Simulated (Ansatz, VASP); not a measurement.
**Two plane-wave programs on Cu6H**

```
CELL_PARAMETERS angstrom
5.13324 0.00000 0.00000
0.00000 5.13324 0.00000
0.00000 0.00000 21.52891
ATOMIC_POSITIONS crystal
Cu 0.25000 0.25000 0.18580
Cu 0.25000 0.75000 0.18580
Cu 0.75000 0.25000 0.18580
Cu 0.75000 0.75000 0.18580
Cu 0.00000 0.00000 0.26776
Cu 0.00000 0.50000 0.26776
Cu 0.50000 0.00000 0.26776
Cu 0.50000 0.50000 0.26776
Cu 0.25000 0.25000 0.34971
Cu 0.25000 0.75000 0.34971
Cu 0.75000 0.25000 0.34971
Cu 0.75000 0.75000 0.34971
H 0.16049 0.00000 0.37061
H 0.33951 0.00000 0.37061
```

Alike in both runs: task single point; functional PBE; k mesh 5 × 5 × 1; occupations gaussian, width 0.1 eV; no spin polarisation.

```csv
,VASP,Ansatz
version,VASP 6.6.1,Ansatz 0.2.0
potentials or method,"VASP PAW PBE potentials, release 64 (Cu, H), cutoff 520 eV","scalar-relativistic, plane waves, PAW"
valence electrons in the cell,134,230
```

Ansatz gave:

| Property | Result |
| --- | --- |
| gap on the k mesh at the Fermi level (eV) | none |
| rms of the force components (eV/Å) | 1.342 |

Which values does VASP return?

gap on the k mesh at the Fermi level (eV): none; rms of the force components (eV/Å): 1.367.

Atom by atom the forces differ by 0.028 eV/Å (rms over components). A gap of «none» marks a metal or a gap that the smearing closes. With one functional, cell and mesh, what is left measures potentials, basis and numerics. VASP's potentials hold 134 valence electrons a cell and Ansatz's 230, so a difference there can come from the potentials and not from the codes.
